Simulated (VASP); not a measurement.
Write the native input for VASP 6.6.1 that does the following.

```yaml
Task: relaxation of cell and atoms
Functional: PBE
Potentials_or_basis: VASP PAW PBE potentials, release 64 (C)
Cutoff: 600 eV
k_mesh: 26 × 26 × 26
Occupations: gaussian, width 0.1 eV
Spin: no spin polarisation
Dipole_correction: no
Further_INCAR_settings: ALGO = Normal; EDIFF = 1e-06; IBRION = 2; EDIFFG = -0.01; NSW = 100; ISIF = 3
```

The structure of C lies in POSCAR:

```
C
1.0
   -1.2305698942      1.2305698942      3.2176560328
    1.2305698942     -1.2305698942      3.2176560328
    1.2305698942      1.2305698942     -3.2176560328
C
3
Direct
    0.3876994353      0.3876994353      0.0000000000
    0.7500000000      0.2500000000      0.5000000000
    0.6123005647      0.6123005647      0.0000000000
```

One way to write it, as run:

INCAR

```
ALGO = Normal
EDIFF = 1E-6
EDIFFG = -0.01
ENCUT = 600
GGA = PE
IBRION = 2
ISIF = 3
ISMEAR = 0
LASPH = True
LCHARG = False
LREAL = False
LWAVE = False
NELM = 80
NSW = 100
PREC = Accurate
SIGMA = 0.1
```

KPOINTS

```
k-points
0
Gamma
  26 26 26
```

Potentials or basis: VASP PAW PBE potentials, release 64 (C).

Command:

```console
$ cat potpaw_PBE.64/C/POTCAR > POTCAR
$ mpirun -np 1 vasp_std > vasp.out
```

It gave:

```json
{"Relaxed volume": "6.50 Å³/atom", "Relaxed cell": "a = 3.659 Å, b = 3.659 Å, c = 3.659 Å, α = 140.69°, β = 140.69°, γ = 56.81°", "Space group after relaxing (to 0.05 Å)": "I-4m2 (No. 119)", "Energy gained by relaxing": "0.0 meV/atom", "Ionic steps": "3", "Pressure after relaxing": "0.1 GPa", "Largest force after relaxing": "0.005 eV/Å", "Band gap on the k mesh": "zero (band 6 reaches 13.32 eV, above the bottom of band 7 at 6.45 eV)"}
```

Wall time 5.8 min on 1 thread of Intel(R) Xeon(R) 6975P-C (Granite Rapids), on a shared host, peak memory 0.38 GiB.
